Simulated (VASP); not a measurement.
## Al32As (a cell with a defect): single point with PBE+D3(BJ)

The system is Al32As (a cell with a defect).

```
CELL_PARAMETERS angstrom
8.10000 0.00000 0.00000
0.00000 8.10000 0.00000
0.00000 0.00000 8.10000
ATOMIC_POSITIONS crystal
Al 0.51942 0.98665 0.03584
Al 0.74283 0.25195 0.03452
Al 0.72949 0.95033 0.26532
Al 0.01989 0.05860 0.04214
Al 0.26031 0.25374 0.01227
Al 0.49136 0.47994 0.02844
Al 0.72290 0.72573 0.05138
Al 0.25877 0.01238 0.25393
Al 0.49627 0.28473 0.24607
Al 0.80377 0.51414 0.27757
Al 0.50012 0.02540 0.53496
Al 0.76932 0.24174 0.47025
Al 0.75033 0.96517 0.72919
Al 0.00179 0.50017 0.99421
Al 0.27985 0.69952 0.01610
Al 0.03654 0.26896 0.24659
Al 0.24852 0.49541 0.30898
Al 0.45765 0.75457 0.24604
Al 0.02675 0.03416 0.49428
Al 0.23730 0.23404 0.52258
Al 0.49001 0.44283 0.53820
Al 0.63681 0.71363 0.50385
Al 0.27890 0.00567 0.76814
Al 0.53328 0.21901 0.78711
Al 0.73789 0.49593 0.78723
Al 0.00022 0.79137 0.24746
Al 0.01396 0.43617 0.51584
Al 0.28827 0.78478 0.52910
Al 0.95044 0.27386 0.78873
Al 0.27844 0.44337 0.77363
Al 0.49240 0.75020 0.78680
Al 0.95070 0.72230 0.57574
As 0.99946 0.81404 0.85391
```

```json
{
  "Program": "VASP 6.6.1",
  "Task": "single point",
  "Functional": "PBE",
  "Dispersion": "D3(BJ)",
  "Potentials or basis": "VASP PAW PBE potentials, release 64 (Al, As)",
  "Cutoff": "520 eV",
  "k mesh": "2 × 2 × 2",
  "Occupations": "fermi-dirac, width 0.05 eV",
  "Spin": "no spin polarisation",
  "Dipole correction": "no",
  "Further INCAR settings": "LREAL = Auto; ALGO = Normal; EDIFF = 1e-06; NBANDS = 72"
}
```

- Pressure: 5.8 GPa
- Largest force: 2.540 eV/Å
- Dispersion energy per atom: -0.351 eV

Forces on the atoms (eV/Å):
```
Al  -0.755  0.790 -1.088
Al   0.343 -0.316  0.669
Al   0.263  1.553  1.288
Al  -1.117 -1.355 -1.323
Al   0.414 -0.463  0.206
Al   1.056  0.675 -0.948
Al   0.500 -0.394 -1.363
Al   0.687 -0.101  0.282
Al   0.201 -1.820  1.760
Al  -0.540 -0.252 -0.016
Al   0.402  0.141 -1.479
Al  -0.856 -0.483  0.363
Al   0.365  0.387  0.177
Al   0.406  0.787  0.866
Al  -2.255  0.712 -0.668
Al  -0.962  0.612  0.749
Al   0.314  1.097 -0.813
Al   0.666 -0.375  1.352
Al  -1.462 -1.280  0.322
Al   2.009  0.107  0.120
Al   0.508 -0.154 -0.228
Al   0.658  0.559  0.025
Al  -1.046  0.207  0.920
Al   0.009  0.626  0.050
Al  -0.717  0.746 -0.606
Al   0.996 -0.715 -0.150
Al  -0.422  0.465  0.883
Al  -0.701 -1.078 -0.523
Al   1.010 -1.767 -1.046
Al  -0.696  1.200 -0.370
Al   0.243 -0.367  0.124
Al  -0.008  0.634 -0.567
As   0.486 -0.380  1.031
```

Stress tensor (GPa, compression positive):
```
5.06 0.27 0.39
0.27 6.15 0.36
0.39 0.36 6.08
```

Levels at points of the mesh, in eV from the Fermi level:
```tsv
k point	band 46	band 47	band 48	band 49	band 50	band 51	band 52	band 53	band 54	band 55
(0.00, 0.00, 0.00)	-0.46	-0.46	-0.33	-0.24	0.01	0.09	0.30	0.44	0.45	0.64
(0.50, 0.00, 0.00)	-0.77	-0.66	-0.55	-0.23	-0.19	-0.09	-0.04	0.08	0.41	0.54
(0.00, 0.50, 0.00)	-0.75	-0.68	-0.59	-0.41	-0.22	-0.08	0.02	0.04	0.46	0.55
(0.00, 0.00, 0.50)	-0.72	-0.57	-0.49	-0.38	-0.12	-0.12	0.15	0.27	0.41	0.50
(0.50, 0.50, 0.00)	-0.84	-0.69	-0.63	0.19	0.37	0.41	0.54	0.57	0.73	0.86
(0.00, 0.50, 0.50)	-0.78	-0.73	-0.66	-0.01	0.17	0.41	0.54	0.67	0.75	0.83
(0.50, 0.00, 0.50)	-0.89	-0.78	-0.65	-0.01	0.09	0.14	0.69	0.77	0.85	0.97
(0.50, 0.50, 0.50)	-0.86	-0.84	-0.78	-0.70	-0.65	-0.60	-0.54	-0.49	-0.35	-0.19
```

Run time: 2.6 min on 1 thread of Intel(R) Xeon(R) 6975P-C (Granite Rapids) (shared host), peak memory 0.57 GiB.

Caveat: the k points lie up to 0.39 Å⁻¹ apart.
